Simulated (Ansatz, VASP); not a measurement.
# SiC: VASP beside Ansatz

```
Si C
1.0
     3.25441    0.00000    0.00000
    -1.62721    2.81841    0.00000
     0.00000    0.00000    5.13156
Si C
2 2
Direct
  0.33333 0.66667 0.00344
  0.66667 0.33333 0.50344
  0.33333 0.66667 0.38156
  0.66667 0.33333 0.88156
```

Alike in both runs: functional LDA; k mesh 12 × 12 × 6; occupations gaussian, width 0.05 eV; no spin polarisation.

Ansatz relaxed the structure, and its values are those at the end. VASP's run is a single point on that final structure, the one shown.

|  | VASP | Ansatz |
| --- | --- | --- |
| version | VASP 6.6.1 | Ansatz 0.2.0 |
| potentials or method | VASP PAW LDA potentials, release 64 (Si, C), cutoff 520 eV | scalar-relativistic, plane waves, PAW |
| valence electrons in the cell | 16 | 16 |

VASP gave:

* gap on the k mesh at the Fermi level (eV): 2.13
* least direct gap on the mesh (eV): 3.08
* pressure (GPa): -25.0

Question: Which values does Ansatz return?

Answer: gap on the k mesh at the Fermi level (eV): 2.14; least direct gap on the mesh (eV): 3.08; pressure (GPa): -25.4.

Ansatz warns that its potentials were made for another functional, while VASP's fit it. LDA's correlation is that of Perdew and Zunger in VASP and of Perdew and Wang (1992) in Ansatz. Ansatz's warnings: stress scf threshold loose.
